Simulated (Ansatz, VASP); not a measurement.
## AlN in VASP and in Ansatz

```
Al N
1.0
     3.24200    0.00000    0.00000
    -1.62100    2.80765    0.00000
     0.00000    0.00000    4.05720
Al N
2 2
Direct
  0.33333 0.66667 0.75000
  0.66667 0.33333 0.25000
  0.33333 0.66667 0.25000
  0.66667 0.33333 0.75000
```

Alike in both runs: task single point; functional PBEsol; k mesh 9 × 9 × 6; occupations gaussian, width 0.05 eV; no spin polarisation.

|  | VASP | Ansatz |
| --- | --- | --- |
| version | VASP 6.6.1 | Ansatz 0.2.0 |
| potentials or method | VASP PAW PBE potentials, release 64 (Al, N), cutoff 520 eV | scalar-relativistic, plane waves, PAW |
| valence electrons in the cell | 16 | 16 |

|  | VASP | Ansatz | Ansatz less VASP |
| --- | --- | --- | --- |
| gap on the k mesh at the Fermi level (eV) | 3.75 | 3.74 | -0.015 |
| least direct gap on the mesh (eV) | 3.75 | 3.74 | -0.015 |
| pressure (GPa) | 13.6 | 13.6 | -0.08 |
| traceless stress, the component that is largest in VASP (GPa) | -1.08 | -1.07 | +0.011 |

VASP's potentials were made for PBE, not for PBEsol, and Ansatz warns of the same on its side. The functional is the same, so the differences come from potentials, cutoffs and numerics.
